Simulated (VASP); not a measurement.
# ClBr in VASP: further runs

Runs on ClBr. Level: revPBE. Tasks: single point.

Everything below comes from runs of VASP 6.6.1. Logs are shortened: lines on timing, memory, paths and dates and some standing lists are left out, and cuts for length are marked.

## Step 1: The cell of the first run

The cell holds a molecule in a box, 2 atoms: a = 9.000 Å, b = 9.000 Å, c = 12.000 Å, α = 90.00°, β = 90.00°, γ = 90.00°.

## Step 2: Single point, revPBE

Input file INCAR:

```
SYSTEM = BrCl
ALGO = Normal ; EDIFF = 1E-6
EFERMI = MIDGAP ; ENCUT = 340
GGA = RE ; GGA_COMPAT = .False.
ISIF = 0 ; ISMEAR = 0
LASPH = .True. ; LCHARG = .False.
LREAL = Auto ; LWAVE = .False.
NELM = 120 ; PREC = Accurate
ROPT = -0.00025 -0.00025 ; SIGMA = 0.03
```

Input file KPOINTS:

```
k-points
0
Gamma
  1 1 1
```

Input file POSCAR:

```
BrCl
1.0
    9.0000000000      0.0000000000      0.0000000000
    0.0000000000      9.0000000000      0.0000000000
    0.0000000000      0.0000000000     12.0000000000
Cl Br
1 1
Direct
    0.5014444400      0.5023333300      0.4138306200
    0.5014444400      0.5023333300      0.5918360400
```

Potentials or basis: VASP PAW PBE potentials, release 64 (Cl, Br).

The run is started by

```bash
cat potpaw_PBE.64/Cl/POTCAR potpaw_PBE.64/Br/POTCAR > POTCAR
mpirun -np 1 vasp_gam > vasp.out
```

OUTCAR:

```text
SYSTEM = BrCl
   EDIFF = 1E-6
   EFERMI = MIDGAP
   ENCUT = 340
   GGA = RE
   ISIF = 0
   ISMEAR = 0
   LASPH = .True.
   LREAL = Auto
   NELM = 120
   PREC = Accurate

 Found      1 irreducible k-points:

 Following reciprocal coordinates:
            Coordinates               Weight
  0.000000  0.000000  0.000000      1.000000
   k-points           NKPTS =      1   k-points in BZ     NKDIM =      1   number of bands    NBANDS=     11
   number of dos      NEDOS =    301   number of ions     NIONS =      2
   total plane-waves  NPLWV = 209952
   dimension x,y,z NGX =    54 NGY =   54 NGZ =   72
   dimension x,y,z NGXF=   108 NGYF=  108 NGZF=  144
   ions per type =               1   1
   NGX,Y,Z   is equivalent  to a cutoff of   9.97,  9.97,  9.97 a.u.
   NGXF,Y,Z  is equivalent  to a cutoff of  19.95, 19.95, 19.95 a.u.
 SYSTEM =  BrCl
   PREC   = accura    normal or accurate (medium, high low for compatibility)
   ISTART =      0    job   : 0-new  1-cont  2-samecut
   ICHARG =      2    charge: 1-file 2-atom 10-const
   ISPIN  =      1    spin polarized calculation?
   LNONCOLLINEAR =      F non collinear calculations
   LSORBIT =      F    spin-orbit coupling
   LASPH  =      T    aspherical Exc in radial PAW
   ENCUT  =  340.0 eV  24.99 Ry    5.00 a.u.  13.53 13.53 18.04*2*pi/ulx,y,z
   NELM   =    120;   NELMIN=  2; NELMDL= -5     # of ELM steps
   EDIFF  = 0.1E-05   stopping-criterion for ELM
   LREAL  =      T    real-space projection
   EDIFFG = 0.1E-04   stopping-criterion for IOM
   NSW    =      0    number of steps for IOM
   IBRION =     -1    ionic relax: 0-MD 1-quasi-New 2-CG
   NFREE  =      0    steps in history (QN), initial steepest desc. (CG)
   ISIF   =      0    stress and relaxation
   ISYM   =      2    0-nonsym 1-usesym 2-fastsym
   POTIM  = 0.5000    time-step for ionic-motion
   TEBEG  =    0.0;   TEEND  =   0.0 temperature during run

   SCALEE = 1.0000    scale energy and forces
   PSTRESS=    0.0 pullay stress
   NELECT =      14.0000    total number of electrons
   NUPDOWN=      -1.0000    fix difference up-down
   EMIN   =  10.00;   EMAX   =-10.00  energy-range for DOS
   EFERMI =   0.00;   METHOD = MIDGAP
   ISMEAR =     0;   SIGMA  =   0.03  broadening in eV -4-tet -1-fermi 0-gaus
   EFERMI_NEDOS =   21; number of points for ismear=-14 and -15
   IALGO  =     38    algorithm
   IMIX   =      4    mixing-type and parameters
     AMIX     =   0.40;   BMIX     =  1.00
     AMIX_MAG =   1.60;   BMIX_MAG =  1.00
  volume/ion in A,a.u.               =     486.00      3279.69
  Fermi-wavevector in a.u.,A,eV,Ry     =   0.398317  0.752710  2.158651  0.158656
  Thomas-Fermi vector in A             =   1.345762
   LORBIT       =      0    0 simple, 1 ext, 2 COOP (PROOUT), +10 PAW based schemes
   GGA     = RE    functional components
   LHFCALC =     F    Hartree Fock is set to
   AEXX    =    0.0000 exact exchange contribution
   IVDW    =     0    specifies the selected vdW correction
   LEPSILON=     F    determine dielectric tensor
   LRPA    =     F    only Hartree local field effects (RPA)

   CSHIFT  =0.1000    complex shift for real part using Kramers Kronig

   OMEGAMAX=  -1.0    maximum frequency
 non-spin polarized calculation
 Gauss-broadening in eV      SIGMA  =   0.03
  energy-cutoff  :      340.00
  volume of cell :      972.00
 maximum number of plane-waves:      6931
 NGX is ok and might be reduce to    54
   NGX = 27   NGY = 27   NGZ = 37

 number of electron      13.9999997 magnetization

 Free energy of the ion-electron system (eV)
  ---------------------------------------------------
  ext. energy  EPLUGINS =         0.00000000
  ---------------------------------------------------
  free energy    TOTEN  =        -3.13772858 eV

  energy without entropy =       -3.13772858  energy(sigma->0) =       -3.13772858

 E-fermi :  -5.2302     XC(G=0):  -1.1230

 val. band max:       -6.5646952099   @ k =   0.0000   0.0000   0.0000
 cond. band min:      -3.8956290158   @ k =   0.0000   0.0000   0.0000
 fundamental gap:      2.6690661941
 Fermi energy:        -5.2301621128

 k-point     1 :       0.0000    0.0000    0.0000
  band No.  band energies     occupation
      1     -22.2845      2.00000
      2     -18.7402      2.00000
      3     -10.9320      2.00000
      4      -8.9468      2.00000
      5      -8.9468      2.00000
      6      -6.5647      2.00000
      7      -6.5647      2.00000
      8      -3.8956      0.00000
      9      -0.4232      0.00000
     10       0.7128      0.00000
     11       0.7371      0.00000

------------------------ aborting loop because EDIFF is reached ----------------------------------------

 VOLUME and BASIS-vectors are now :
 -----------------------------------------------------------------------------
  energy-cutoff  :      340.00
  volume of cell :      972.00
      direct lattice vectors                 reciprocal lattice vectors
     9.000000000  0.000000000  0.000000000     0.111111111  0.000000000  0.000000000
     0.000000000  9.000000000  0.000000000     0.000000000  0.111111111  0.000000000
     0.000000000  0.000000000 12.000000000     0.000000000  0.000000000  0.083333333

 POSITION                                       TOTAL-FORCE (eV/Angst)
 -----------------------------------------------------------------------------------
      4.51300      4.52100      4.96597         0.000000      0.000000     -0.425203
      4.51300      4.52100      7.10203         0.000000     -0.000000      0.425203
 -----------------------------------------------------------------------------------
    total drift:                                0.000019      0.000010     -0.000525

  FREE ENERGIE OF THE ION-ELECTRON SYSTEM (eV)
  ---------------------------------------------------
  free  energy   TOTEN  =        -3.1377285781 eV

  energy  without entropy=       -3.1377285781  energy(sigma->0) =       -3.13772858
```

OSZICAR:

```text
N       E                     dE             d eps       ncg     rms          rms(c)
DAV:   1     0.909464016054E+02    0.90946E+02   -0.31016E+03    30   0.544E+02
DAV:   2     0.845166936730E+01   -0.82495E+02   -0.81715E+02    41   0.104E+02
DAV:   3    -0.298612723665E+01   -0.11438E+02   -0.11402E+02    28   0.592E+01
[... 16 lines left out ...]
DAV:  20    -0.313772019208E+01   -0.11283E-04   -0.31285E-07    33   0.283E-03    0.766E-04
DAV:  21    -0.313772542204E+01   -0.52300E-05   -0.15624E-07    30   0.199E-03    0.654E-04
DAV:  22    -0.313772730286E+01   -0.18808E-05   -0.25320E-08    14   0.909E-04    0.333E-04
DAV:  23    -0.313772836831E+01   -0.10655E-05   -0.49691E-08    22   0.106E-03    0.275E-04
DAV:  24    -0.313772857811E+01   -0.20980E-06   -0.24197E-09    14   0.358E-04
   1 F= -.31377286E+01 E0= -.31377286E+01  d E =0.000000E+00
```

Wall time 38 s (1 thread of Intel Xeon Platinum 8375C at 2.90GHz (Ice Lake), shared host); peak memory 0.46 GiB.

Results:

```yaml
Free_energy: -3.1377 eV
Largest_force: 0.425 eV/Å
Gap_between_the_frontier_levels: 2.67 eV
```

Forces in eV/Å, atoms in the order of the input:
```
Cl   0.000  0.000 -0.425
Br   0.000  0.000  0.425
```

Levels at points of the mesh, in eV from the valence-band top:
```tsv
k point	band 5	band 6	band 7	band 8	band 9	band 10
(0.00, 0.00, 0.00)	-2.38	0.00	0.00	2.67	6.14	7.28
```

Caveat: the PAW data sets were made with another functional, which shifts forces and pressure a little.

## Step 3: Single point, revPBE

Input file INCAR:

```
SYSTEM = BrCl
ALGO = Normal ; EDIFF = 1E-6
EFERMI = MIDGAP ; ENCUT = 590
GGA = RE ; GGA_COMPAT = .False.
ISIF = 0 ; ISMEAR = 0
LASPH = .True. ; LCHARG = .False.
LREAL = .False. ; LWAVE = .False.
NELM = 120 ; PREC = Accurate
SIGMA = 0.03
```

KPOINTS is that of step 2.

POSCAR is that of step 2.

Potentials or basis: VASP PAW PBE potentials, release 64 (Cl, Br).

The run is started by

```bash
cat potpaw_PBE.64/Cl/POTCAR potpaw_PBE.64/Br/POTCAR > POTCAR
mpirun -np 1 vasp_gam > vasp.out
```

OUTCAR:

```text
SYSTEM = BrCl
   EDIFF = 1E-6
   EFERMI = MIDGAP
   ENCUT = 590
   GGA = RE
   ISIF = 0
   ISMEAR = 0
   LASPH = .True.
   LREAL = .False.
   NELM = 120
   PREC = Accurate

 ion  position               nearest neighbor table
   1  0.501  0.502  0.414-   2 2.14
   2  0.501  0.502  0.592-   1 2.14

  LATTYP: Found a simple tetragonal cell.
 ALAT       =     9.0000000000
 C/A-ratio  =     1.3333333333

  Lattice vectors:

 A1 = (   9.0000000000,   0.0000000000,   0.0000000000)
 A2 = (   0.0000000000,   9.0000000000,   0.0000000000)
 A3 = (   0.0000000000,   0.0000000000,  12.0000000000)

Analysis of symmetry for initial positions (statically):
=====================================================================
 Subroutine PRICEL returns:
 Original cell was already a primitive cell.

 Routine SETGRP: Setting up the symmetry group for a
 simple tetragonal supercell.

 Subroutine GETGRP returns: Found  8 space group operations
 (whereof  1 operations were pure point group operations)
 out of a pool of 16 trial point group operations.

The static configuration has the point symmetry C_1 .
 The point group associated with its full space group is C_4v.

Analysis of symmetry for dynamics (positions and initial velocities):
=====================================================================
 Subroutine PRICEL returns:
 Original cell was already a primitive cell.

 Routine SETGRP: Setting up the symmetry group for a
 simple tetragonal supercell.

 Subroutine GETGRP returns: Found  8 space group operations
 (whereof  1 operations were pure point group operations)
 out of a pool of 16 trial point group operations.

The dynamic configuration has the point symmetry C_1 .
 The point group associated with its full space group is C_4v.

 Subroutine INISYM returns: Found  8 space group operations
 (whereof  1 operations are pure point group operations),
 and found     1 'primitive' translations

----------------------------------------------------------------------------------------

                                     Primitive cell

  volume of cell :     972.0000

  direct lattice vectors                    reciprocal lattice vectors
     9.000000000  0.000000000  0.000000000     0.111111111  0.000000000  0.000000000
     0.000000000  9.000000000  0.000000000     0.000000000  0.111111111  0.000000000
     0.000000000  0.000000000 12.000000000     0.000000000  0.000000000  0.083333333

  length of vectors
     9.000000000  9.000000000 12.000000000     0.111111111  0.111111111  0.083333333

  position of ions in fractional coordinates (direct lattice)
     0.501444440  0.502333330  0.413830620
     0.501444440  0.502333330  0.591836040

  ion indices of the primitive-cell ions
   primitive index   ion index
                 1           1
                 2           2

----------------------------------------------------------------------------------------

 KPOINTS: k-points

Automatic generation of k-mesh.
 Grid dimensions read from file:
 generate k-points for:    1    1    1

 Generating k-lattice:

  Cartesian coordinates                     Fractional coordinates (reciprocal lattice)
     0.111111111  0.000000000  0.000000000     1.000000000  0.000000000  0.000000000
     0.000000000  0.111111111  0.000000000     0.000000000  1.000000000  0.000000000
     0.000000000  0.000000000  0.083333333     0.000000000  0.000000000  1.000000000

  Length of vectors
     0.111111111  0.111111111  0.083333333

  Shift w.r.t. Gamma in fractional coordinates (k-lattice)
     0.000000000  0.000000000  0.000000000

 Subroutine IBZKPT returns following result:
 ===========================================

 Found      1 irreducible k-points:

 Following reciprocal coordinates:
            Coordinates               Weight
  0.000000  0.000000  0.000000      1.000000
   k-points           NKPTS =      1   k-points in BZ     NKDIM =      1   number of bands    NBANDS=     11
   number of dos      NEDOS =    301   number of ions     NIONS =      2
   total plane-waves  NPLWV = 497664
   dimension x,y,z NGX =    72 NGY =   72 NGZ =   96
   dimension x,y,z NGXF=   144 NGYF=  144 NGZF=  192
   ions per type =               1   1
   NGX,Y,Z   is equivalent  to a cutoff of  13.30, 13.30, 13.30 a.u.
   NGXF,Y,Z  is equivalent  to a cutoff of  26.60, 26.60, 26.60 a.u.
 SYSTEM =  BrCl
   PREC   = accura    normal or accurate (medium, high low for compatibility)
   ISTART =      0    job   : 0-new  1-cont  2-samecut
   ICHARG =      2    charge: 1-file 2-atom 10-const
   ISPIN  =      1    spin polarized calculation?
   LNONCOLLINEAR =      F non collinear calculations
   LSORBIT =      F    spin-orbit coupling
   LASPH  =      T    aspherical Exc in radial PAW
   ENCUT  =  590.0 eV  43.36 Ry    6.59 a.u.  17.82 17.82 23.77*2*pi/ulx,y,z
   NELM   =    120;   NELMIN=  2; NELMDL= -5     # of ELM steps
   EDIFF  = 0.1E-05   stopping-criterion for ELM
   LREAL  =      F    real-space projection
   EDIFFG = 0.1E-04   stopping-criterion for IOM
   NSW    =      0    number of steps for IOM
   IBRION =     -1    ionic relax: 0-MD 1-quasi-New 2-CG
   NFREE  =      0    steps in history (QN), initial steepest desc. (CG)
   ISIF   =      0    stress and relaxation
   ISYM   =      2    0-nonsym 1-usesym 2-fastsym
   POTIM  = 0.5000    time-step for ionic-motion
   TEBEG  =    0.0;   TEEND  =   0.0 temperature during run

   SCALEE = 1.0000    scale energy and forces
   PSTRESS=    0.0 pullay stress
   NELECT =      14.0000    total number of electrons
   NUPDOWN=      -1.0000    fix difference up-down
   EMIN   =  10.00;   EMAX   =-10.00  energy-range for DOS
   EFERMI =   0.00;   METHOD = MIDGAP
   ISMEAR =     0;   SIGMA  =   0.03  broadening in eV -4-tet -1-fermi 0-gaus
   EFERMI_NEDOS =   21; number of points for ismear=-14 and -15
   IALGO  =     38    algorithm
   IMIX   =      4    mixing-type and parameters
     AMIX     =   0.40;   BMIX     =  1.00
     AMIX_MAG =   1.60;   BMIX_MAG =  1.00
  volume/ion in A,a.u.               =     486.00      3279.69
  Fermi-wavevector in a.u.,A,eV,Ry     =   0.398317  0.752710  2.158651  0.158656
  Thomas-Fermi vector in A             =   1.345762
   LORBIT       =      0    0 simple, 1 ext, 2 COOP (PROOUT), +10 PAW based schemes
   GGA     = RE    functional components
   LHFCALC =     F    Hartree Fock is set to
   AEXX    =    0.0000 exact exchange contribution
   IVDW    =     0    specifies the selected vdW correction
   LEPSILON=     F    determine dielectric tensor
   LRPA    =     F    only Hartree local field effects (RPA)

   CSHIFT  =0.1000    complex shift for real part using Kramers Kronig

   OMEGAMAX=  -1.0    maximum frequency
 non-spin polarized calculation
 Gauss-broadening in eV      SIGMA  =   0.03
  energy-cutoff  :      590.00
  volume of cell :      972.00
 maximum number of plane-waves:     15834
 NGX is ok and might be reduce to    70
   NGX = 35   NGY = 35   NGZ = 47

 number of electron      14.0000001 magnetization

 Free energy of the ion-electron system (eV)
  ---------------------------------------------------
  ext. energy  EPLUGINS =         0.00000000
  ---------------------------------------------------
  free energy    TOTEN  =        -3.13725442 eV

  energy without entropy =       -3.13725442  energy(sigma->0) =       -3.13725442

 E-fermi :  -5.2311     XC(G=0):  -1.1220

 val. band max:       -6.5660049370   @ k =   0.0000   0.0000   0.0000
 cond. band min:      -3.8962687720   @ k =   0.0000   0.0000   0.0000
 fundamental gap:      2.6697361650
 Fermi energy:        -5.2311368545

 k-point     1 :       0.0000    0.0000    0.0000
  band No.  band energies     occupation
      1     -22.2830      2.00000
      2     -18.7390      2.00000
      3     -10.9333      2.00000
      4      -8.9480      2.00000
      5      -8.9480      2.00000
      6      -6.5660      2.00000
      7      -6.5660      2.00000
      8      -3.8963      0.00000
      9      -0.4235      0.00000
     10       0.7132      0.00000
     11       0.7365      0.00000

------------------------ aborting loop because EDIFF is reached ----------------------------------------

 VOLUME and BASIS-vectors are now :
 -----------------------------------------------------------------------------
  energy-cutoff  :      590.00
  volume of cell :      972.00
      direct lattice vectors                 reciprocal lattice vectors
     9.000000000  0.000000000  0.000000000     0.111111111  0.000000000  0.000000000
     0.000000000  9.000000000  0.000000000     0.000000000  0.111111111  0.000000000
     0.000000000  0.000000000 12.000000000     0.000000000  0.000000000  0.083333333

 POSITION                                       TOTAL-FORCE (eV/Angst)
 -----------------------------------------------------------------------------------
      4.51300      4.52100      4.96597         0.000000      0.000000     -0.421292
      4.51300      4.52100      7.10203         0.000000      0.000000      0.421292
 -----------------------------------------------------------------------------------
    total drift:                               -0.000007     -0.000007     -0.000111

  FREE ENERGIE OF THE ION-ELECTRON SYSTEM (eV)
  ---------------------------------------------------
  free  energy   TOTEN  =        -3.1372544227 eV

  energy  without entropy=       -3.1372544227  energy(sigma->0) =       -3.13725442
```

stdout:

```text
POSCAR found type information on POSCAR ClBr
 POSCAR found :  2 types and       2 ions
 scaLAPACK will be used
 -----------------------------------------------------------------------------
|                                                                             |
|                                                                             |
|     You enforced a specific xc type in the INCAR file but a different       |
|     I HOPE YOU KNOW WHAT YOU ARE DOING!                                     |
|                                                                             |
 -----------------------------------------------------------------------------

 LDA part: xc-table for (Slater+PW92), standard interpolation
 POSCAR, INCAR and KPOINTS ok, starting setup
 FFT: planning ... GRIDC
 FFT: planning ... GRID_SOFT
 FFT: planning ... GRID
 WAVECAR not read
 entering main loop
```

It took 93 s on 1 thread of Intel Xeon Platinum 8375C at 2.90GHz (Ice Lake), shared host; peak memory 0.89 GiB.

What came out:

```yaml
Free_energy: -3.1373 eV
Largest_force: 0.421 eV/Å
Gap_between_the_frontier_levels: 2.67 eV
```

Forces in eV/Å, atoms in the order of the input:
```
Cl   0.000  0.000 -0.421
Br   0.000  0.000  0.421
```

Levels at points of the mesh, in eV from the valence-band top:
```tsv
k point	band 3	band 4	band 5	band 6	band 7	band 8	band 9	band 10	band 11
(0.00, 0.00, 0.00)	-4.37	-2.38	-2.38	0.00	0.00	2.67	6.14	7.28	7.30
```

Caveat: the PAW data sets were made with another functional, which shifts forces and pressure a little.
